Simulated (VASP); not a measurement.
Here is a VASP 6.6.1 calculation.

The input INCAR:

```
SYSTEM = C
AGGAC = 1.0
AGGAX = 1.0
ALDAC = 0.0
ALDAX = 1.0
ALGO = Normal
EDIFF = 1E-7
ENCUT = 520
GGA = B5
ISIF = 2
ISMEAR = -1
IVDW = 12
LASPH = .True.
LCHARG = .False.
LREAL = .False.
LWAVE = .False.
NBANDS = 11
NELM = 100
PREC = Accurate
SIGMA = 0.1
VDW_A1 = 0.4298
VDW_A2 = 4.2359
VDW_S6 = 1.0
VDW_S8 = 2.6996
```

File KPOINTS:

```
Automatic mesh
0
Gamma
  8 8 5
  0.5 0.5 0
```

File POSCAR:

```
C
1.0
    2.1370649597     -1.2360924086     -0.0017922751
    2.1370649597      1.2360924086     -0.0017922751
   -1.3883379030      0.0000000000      3.2819343228
C
2
Direct
    0.8336374588      0.8336374588      0.0002408844
    0.1663625412      0.1663625412      0.9997591156
```

Potentials or basis: VASP PAW PBE potentials, release 64 (C).

Command:

```bash
$ cat potpaw_PBE.64/C/POTCAR > POTCAR
$ mpirun -np 1 vasp_std > vasp.out
```

(1) What does it give for the pressure?

(2) Estimate the band gap on the k mesh.

(3) Predict the dispersion energy per atom.

## Answers

(1) 0.4 GPa.

(2) 0.40 eV, direct.

(3) -0.305 eV.

Caveat: the PAW data sets were made with another functional, which shifts forces and pressure a little.
